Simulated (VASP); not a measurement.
# PbS (Galena) (Fm-3m) in VASP: notebook

Aim: see how the results for PbS (Galena) move with the level of theory and the settings. Levels: LDA, PBEsol+D4, SVWN5, r2SCAN. Tasks: single point.

Everything below comes from runs of VASP 6.6.1. Logs are shortened: lines on timing, memory, paths and dates and some standing lists are left out, and cuts for length are marked.

## Step 1: The cell of the first run

It takes space group Fm-3m (No. 225, cubic). The conventional cell has a = 6.010 Å, b = 6.010 Å, c = 6.010 Å, α = 90.00°, β = 90.00°, γ = 90.00°. Within 4.0 Å of Pb (site symmetry m-3m) lie 6 S at 3.00 Å. Within 4.0 Å of S (site symmetry m-3m) lie 6 Pb at 3.00 Å.

## Step 2: Single point, LDA

The input, INCAR:

```
SYSTEM = PbS
ALGO = Normal
EDIFF = 1E-6
ENCUT = 520
ISIF = 2
ISMEAR = -1
LASPH = .TRUE.
LCHARG = .FALSE.
LREAL = .FALSE.
LWAVE = .FALSE.
NBANDS = 17
NELM = 100
PREC = Accurate
SIGMA = 0.05
```

The input, KPOINTS:

```
k-points
0
G
  8 8 8
  0 0 0
```

The input, POSCAR:

```
PbS
1.0
    0.0000000000      3.0047775019      3.0047775019
    3.0047775019      0.0000000000      3.0047775019
    3.0047775019      3.0047775019      0.0000000000
Pb S
1 1
Direct
    0.0000000000      0.0000000000      0.0000000000
    0.5000000000      0.5000000000      0.5000000000
```

Potentials or basis: VASP PAW LDA potentials, release 64 (Pb_d, S).

Launch:

```bash
$ cat potpaw_LDA.64/Pb_d/POTCAR potpaw_LDA.64/S/POTCAR > POTCAR
$ mpirun -np 1 vasp_std > vasp.out
```

OUTCAR:

```text
SYSTEM = PbS
   EDIFF = 1E-6
   ENCUT = 520
   ISIF = 2
   ISMEAR = -1
   LASPH = .TRUE.
   LREAL = .FALSE.
   NELM = 100
   PREC = Accurate

 ion  position               nearest neighbor table
   1  0.000  0.000  0.000-   2 3.00   2 3.00   2 3.00   2 3.00   2 3.00   2 3.00
   2  0.500  0.500  0.500-   1 3.00   1 3.00   1 3.00   1 3.00   1 3.00   1 3.00

  LATTYP: Found a face centered cubic cell.
 ALAT       =     6.0095550038

  Lattice vectors:

 A1 = (   0.0000000000,   3.0047775019,   3.0047775019)
 A2 = (   3.0047775019,   0.0000000000,   3.0047775019)
 A3 = (   3.0047775019,   3.0047775019,   0.0000000000)

Analysis of symmetry for initial positions (statically):
=====================================================================
 Subroutine PRICEL returns:
 Original cell was already a primitive cell.

 Routine SETGRP: Setting up the symmetry group for a
 face centered cubic supercell.

 Subroutine GETGRP returns: Found 48 space group operations
[... 9 lines left out ...]

 Routine SETGRP: Setting up the symmetry group for a
 face centered cubic supercell.

 Subroutine GETGRP returns: Found 48 space group operations
[... 11 lines left out ...]
                                     Primitive cell

  volume of cell :      54.2584

  direct lattice vectors                    reciprocal lattice vectors
     0.000000000  3.004777502  3.004777502    -0.166401672  0.166401672  0.166401672
     3.004777502  0.000000000  3.004777502     0.166401672 -0.166401672  0.166401672
     3.004777502  3.004777502  0.000000000     0.166401672  0.166401672 -0.166401672

  length of vectors
     4.249397095  4.249397095  4.249397095     0.288216150  0.288216150  0.288216150

  position of ions in fractional coordinates (direct lattice)
     0.000000000  0.000000000  0.000000000
     0.500000000  0.500000000  0.500000000

  ion indices of the primitive-cell ions
   primitive index   ion index
                 1           1
                 2           2

----------------------------------------------------------------------------------------

 KPOINTS: k-points

Automatic generation of k-mesh.
 Grid dimensions read from file:
 generate k-points for:    8    8    8

 Generating k-lattice:

  Cartesian coordinates                     Fractional coordinates (reciprocal lattice)
    -0.020800209  0.020800209  0.020800209     0.125000000  0.000000000  0.000000000
     0.020800209 -0.020800209  0.020800209     0.000000000  0.125000000  0.000000000
     0.020800209  0.020800209 -0.020800209     0.000000000  0.000000000  0.125000000

  Length of vectors
     0.036027019  0.036027019  0.036027019

  Shift w.r.t. Gamma in fractional coordinates (k-lattice)
     0.000000000  0.000000000  0.000000000

 Subroutine IBZKPT returns following result:
 ===========================================

 Found     29 irreducible k-points:

 Following reciprocal coordinates:
            Coordinates               Weight
  0.000000  0.000000  0.000000      1.000000
  0.125000  0.000000  0.000000      8.000000
  0.250000  0.000000  0.000000      8.000000
  0.375000  0.000000  0.000000      8.000000
  0.500000  0.000000  0.000000      4.000000
  0.125000  0.125000  0.000000      6.000000
[... 16 lines left out ...]
  0.500000  0.250000  0.125000     48.000000
 -0.375000  0.250000  0.125000     24.000000
 [... further k-points ...]
   k-points           NKPTS =     29   k-points in BZ     NKDIM =     29   number of bands    NBANDS=     17
   number of dos      NEDOS =    301   number of ions     NIONS =      2
   total plane-waves  NPLWV =  32768
   dimension x,y,z NGX =    32 NGY =   32 NGZ =   32
   dimension x,y,z NGXF=    64 NGYF=   64 NGZF=   64
   ions per type =               1   1
   NGX,Y,Z   is equivalent  to a cutoff of  12.52, 12.52, 12.52 a.u.
   NGXF,Y,Z  is equivalent  to a cutoff of  25.04, 25.04, 25.04 a.u.
 SYSTEM =  PbS
   PREC   = accura    normal or accurate (medium, high low for compatibility)
   ISTART =      0    job   : 0-new  1-cont  2-samecut
   ICHARG =      2    charge: 1-file 2-atom 10-const
   ISPIN  =      1    spin polarized calculation?
   LNONCOLLINEAR =      F non collinear calculations
   LSORBIT =      F    spin-orbit coupling
   LASPH  =      T    aspherical Exc in radial PAW
   ENCUT  =  520.0 eV  38.22 Ry    6.18 a.u.   7.90  7.90  7.90*2*pi/ulx,y,z
   NELM   =    100;   NELMIN=  2; NELMDL= -5     # of ELM steps
   EDIFF  = 0.1E-05   stopping-criterion for ELM
   LREAL  =      F    real-space projection
   EDIFFG = 0.1E-04   stopping-criterion for IOM
   NSW    =      0    number of steps for IOM
   IBRION =     -1    ionic relax: 0-MD 1-quasi-New 2-CG
   NFREE  =      0    steps in history (QN), initial steepest desc. (CG)
   ISIF   =      2    stress and relaxation
   ISYM   =      2    0-nonsym 1-usesym 2-fastsym
   POTIM  = 0.5000    time-step for ionic-motion
   TEBEG  =    0.0;   TEEND  =   0.0 temperature during run
   PSTRESS=    0.0 pullay stress
   NELECT =      20.0000    total number of electrons
   NUPDOWN=      -1.0000    fix difference up-down
   EMIN   =  10.00;   EMAX   =-10.00  energy-range for DOS
   EFERMI =   0.00;   METHOD = LEGACY
   ISMEAR =    -1;   SIGMA  =   0.05  broadening in eV -4-tet -1-fermi 0-gaus
   EFERMI_NEDOS =   21; number of points for ismear=-14 and -15
   IALGO  =     38    algorithm
   IMIX   =      4    mixing-type and parameters
     AMIX     =   0.40;   BMIX     =  1.00
     AMIX_MAG =   1.60;   BMIX_MAG =  1.00
  volume/ion in A,a.u.               =      27.13       183.08
  Fermi-wavevector in a.u.,A,eV,Ry     =   1.173805  2.218169 18.746345  1.377817
  Thomas-Fermi vector in A             =   2.310212
   LORBIT       =      0    0 simple, 1 ext, 2 COOP (PROOUT), +10 PAW based schemes
   GGA     = CA    functional components
   LHFCALC =     F    Hartree Fock is set to
   AEXX    =    0.0000 exact exchange contribution
   IVDW    =     0    specifies the selected vdW correction
   LEPSILON=     F    determine dielectric tensor
   LRPA    =     F    only Hartree local field effects (RPA)
 non-spin polarized calculation
  energy-cutoff  :      520.00
  volume of cell :       54.26
 maximum number of plane-waves:      1476
   NGX = 15   NGY = 15   NGZ = 15

 number of electron      20.0000003 magnetization

 Free energy of the ion-electron system (eV)
  ---------------------------------------------------
  ext. energy  EPLUGINS =         0.00000000
  ---------------------------------------------------
  free energy    TOTEN  =        -9.93697487 eV

  energy without entropy =       -9.93675150  energy(sigma->0) =       -9.93686319

 E-fermi :   5.2185     XC(G=0):  -9.8514

 val. band max:        5.0486165013   @ k =   0.5000   0.0000   0.0000
 cond. band min:       5.3884142784   @ k =   0.5000   0.0000   0.0000
 fundamental gap:      0.3397977771
 Fermi energy:         5.2185257869

 k-point     1 :       0.0000    0.0000    0.0000
  band No.  band energies     occupation
      1     -11.6264      2.00000
      2     -11.6264      2.00000
      3     -11.6264      2.00000
      4     -11.6162      2.00000
      5     -11.6162      2.00000
      6      -8.1385      2.00000
[... 9 lines left out ...]
     16      11.8229      0.00000
     17      13.6280      0.00000

 k-point     2 :       0.1250    0.0000    0.0000
  band No.  band energies     occupation
      1     -11.6257      2.00000
      2     -11.6245      2.00000
      3     -11.6245      2.00000
      4     -11.6159      2.00000
      5     -11.6159      2.00000
      6      -8.0105      2.00000
[... 9 lines left out ...]
     16      12.1769      0.00000
     17      14.7676      0.00000

 k-point     3 :       0.2500    0.0000    0.0000
  band No.  band energies     occupation
      1     -11.6315      2.00000
      2     -11.6315      2.00000
      3     -11.6243      2.00000
      4     -11.6038      2.00000
      5     -11.6038      2.00000
      6      -7.6551      2.00000
[... 9 lines left out ...]
     16      13.0184      0.00000
     17      16.6239      0.00000

 k-point     4 :       0.3750    0.0000    0.0000
  band No.  band energies     occupation
      1     -11.6403      2.00000
      2     -11.6403      2.00000
      3     -11.6233      2.00000
      4     -11.5898      2.00000
      5     -11.5898      2.00000
      6      -7.1941      2.00000
[... 9 lines left out ...]
     16      14.2430      0.00000
     17      16.5750      0.00000

 k-point     5 :       0.5000    0.0000    0.0000
  band No.  band energies     occupation
      1     -11.6441      2.00000
      2     -11.6441      2.00000
      3     -11.6230      2.00000
      4     -11.5840      2.00000
      5     -11.5840      2.00000
      6      -6.9456      2.00000
[... 9 lines left out ...]
     16      15.2303      0.00000
     17      15.4445      0.00000

 k-point     6 :       0.1250    0.1250    0.0000
  band No.  band energies     occupation
      1     -11.6297      2.00000
      2     -11.6264      2.00000
      3     -11.6188      2.00000
      4     -11.6188      2.00000
      5     -11.6129      2.00000
      6      -7.9663      2.00000
[... 9 lines left out ...]
     16      12.8884      0.00000
     17      14.2931      0.00000

 k-point     7 :       0.2500    0.1250    0.0000
  band No.  band energies     occupation
      1     -11.6398      2.00000
      2     -11.6295      2.00000
      3     -11.6201      2.00000
      4     -11.6098      2.00000
      5     -11.6016      2.00000
      6      -7.6829      2.00000
[... 9 lines left out ...]
     16      13.7187      0.00000
     17      15.5230      0.00000

 k-point     8 :       0.3750    0.1250    0.0000
  band No.  band energies     occupation
      1     -11.6516      2.00000
      2     -11.6285      2.00000
      3     -11.6245      2.00000
      4     -11.6001      2.00000
      5     -11.5879      2.00000
      6      -7.2472      2.00000
[... 9 lines left out ...]
     16      14.7997      0.00000
     17      16.5418      0.00000
[... 203 lines left out ...]
      1     -11.7266      2.00000
      2     -11.6426      2.00000
      3     -11.5993      2.00000
      4     -11.5785      2.00000
      5     -11.5756      2.00000
      6      -6.6377      2.00000
[... 9 lines left out ...]
     16      16.6461      0.00000
     17      16.7235      0.00000

 k-point    20 :      -0.3750    0.3750    0.0000
  band No.  band energies     occupation
      1     -11.7095      2.00000
      2     -11.6289      2.00000
      3     -11.6093      2.00000
      4     -11.5875      2.00000
      5     -11.5796      2.00000
      6      -6.5716      2.00000
[... 9 lines left out ...]
     16      15.7916      0.00000
     17      17.5100      0.00000

 k-point    21 :       0.5000    0.5000    0.0000
  band No.  band energies     occupation
      1     -11.7425      2.00000
      2     -11.6488      2.00000
      3     -11.5933      2.00000
      4     -11.5723      2.00000
      5     -11.5723      2.00000
      6      -6.5745      2.00000
[... 9 lines left out ...]
     16      17.0970      0.00000
     17      17.3873      0.00000

 k-point    22 :       0.3750    0.2500    0.1250
  band No.  band energies     occupation
      1     -11.6559      2.00000
      2     -11.6295      2.00000
      3     -11.6202      2.00000
      4     -11.6006      2.00000
      5     -11.5936      2.00000
      6      -7.3538      2.00000
[... 9 lines left out ...]
     16      14.8044      0.00000
     17      15.2054      0.00000

 k-point    23 :       0.5000    0.2500    0.1250
  band No.  band energies     occupation
      1     -11.6683      2.00000
      2     -11.6267      2.00000
      3     -11.6205      2.00000
      4     -11.5962      2.00000
      5     -11.5868      2.00000
      6      -6.9488      2.00000
[... 9 lines left out ...]
     16      15.2405      0.00000
     17      16.2146      0.00000

 k-point    24 :      -0.3750    0.2500    0.1250
  band No.  band energies     occupation
      1     -11.6728      2.00000
      2     -11.6295      2.00000
      3     -11.6125      2.00000
      4     -11.6005      2.00000
      5     -11.5824      2.00000
      6      -6.7443      2.00000
[... 9 lines left out ...]
     16      15.9586      0.00000
     17      16.0829      0.00000

 [... further k-points ...]

------------------------ aborting loop because EDIFF is reached ----------------------------------------

  FORCE on cell =-STRESS in cart. coord.  units (eV):
  Direction    XX          YY          ZZ          XY          YZ          ZX
  --------------------------------------------------------------------------------------
  -------------------------------------------------------------------------------------
  Total       -1.5196290     -1.5196290     -1.5196290     -0.0000000     -0.0000000     -0.0000000
  in kB      -44.8725955    -44.8725955    -44.8725955     -0.0000000     -0.0000000     -0.0000000
  external PRESSURE =     -44.8725955 kB  Pullay stress =       0.0000000 kB

 VOLUME and BASIS-vectors are now :
 -----------------------------------------------------------------------------
  energy-cutoff  :      520.00
  volume of cell :       54.26
      direct lattice vectors                 reciprocal lattice vectors
     0.000000000  3.004777502  3.004777502    -0.166401672  0.166401672  0.166401672
     3.004777502  0.000000000  3.004777502     0.166401672 -0.166401672  0.166401672
     3.004777502  3.004777502  0.000000000     0.166401672  0.166401672 -0.166401672

 POSITION                                       TOTAL-FORCE (eV/Angst)
 -----------------------------------------------------------------------------------
      0.00000      0.00000      0.00000         0.000000     -0.000000      0.000000
      3.00478      3.00478      3.00478        -0.000000      0.000000     -0.000000
 -----------------------------------------------------------------------------------
    total drift:                                0.000000     -0.000000     -0.000000

  FREE ENERGIE OF THE ION-ELECTRON SYSTEM (eV)
  ---------------------------------------------------
  free  energy   TOTEN  =        -9.9369748726 eV

  energy  without entropy=       -9.9367514984  energy(sigma->0) =       -9.93686319
```

Run time: 54 s. Hardware: 1 thread of AMD EPYC 7R13, shared host; peak memory 0.13 GiB.

What came out:

- Free energy: -9.9370 eV
- Pressure: -4.5 GPa
- Band gap on the k mesh: 0.34 eV, direct

Levels at points of the mesh, in eV from the valence-band top:
| k point | band 8 | band 9 | band 10 | band 11 | band 12 | band 13 |
| --- | --- | --- | --- | --- | --- | --- |
| (0.00, 0.00, 0.00) | -1.93 | -1.93 | -1.93 | 4.99 | 4.99 | 4.99 |
| (0.50, 0.00, 0.00) | -1.56 | -1.56 | 0.00 | 0.34 | 1.95 | 1.95 |
| (0.50, 0.50, 0.00) | -4.89 | -3.17 | -3.17 | 3.93 | 5.37 | 5.45 |

Caveat: spin-orbit coupling is left out, which moves the levels of the heavy elements. A k mesh can miss the band edges.

(Part 1 of 3 ends here.)
